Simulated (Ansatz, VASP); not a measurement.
# Al in VASP and in Ansatz

```
CELL_PARAMETERS angstrom
-0.15180 2.02398 2.02398
1.87218 0.00000 1.87218
2.02398 2.02398 -0.15180
ATOMIC_POSITIONS crystal
Al 0.00000 0.00000 0.00000
```

Change from the starting cell: strain -0.1500 x Voigt [0, 0, 0, 0, 1, 0], atoms carried along.

Alike in both runs: task single point; functional PBEsol; k mesh 20 × 20 × 20; occupations gaussian, width 0.15 eV; no spin polarisation.

|  | VASP | Ansatz |
| --- | --- | --- |
| version | VASP 6.6.1 | Ansatz 0.2.0 |
| potentials or method | VASP PAW PBE potentials, release 64 (Al), cutoff 520 eV | scalar-relativistic, plane waves, PAW |
| valence electrons in the cell | 3 | 3 |

```csv
,VASP,Ansatz,Ansatz less VASP
gap on the k mesh at the Fermi level (eV),none,none,-
pressure (GPa),0.4,0.3,-0.07
"traceless stress, the component that is largest in VASP (GPa)",6.02,5.99,-0.037
```

VASP's potentials were made for PBE, not for PBEsol. A gap of «none» marks a metal or a gap that the smearing closes. With one functional, cell and mesh, what is left measures potentials, basis and numerics.
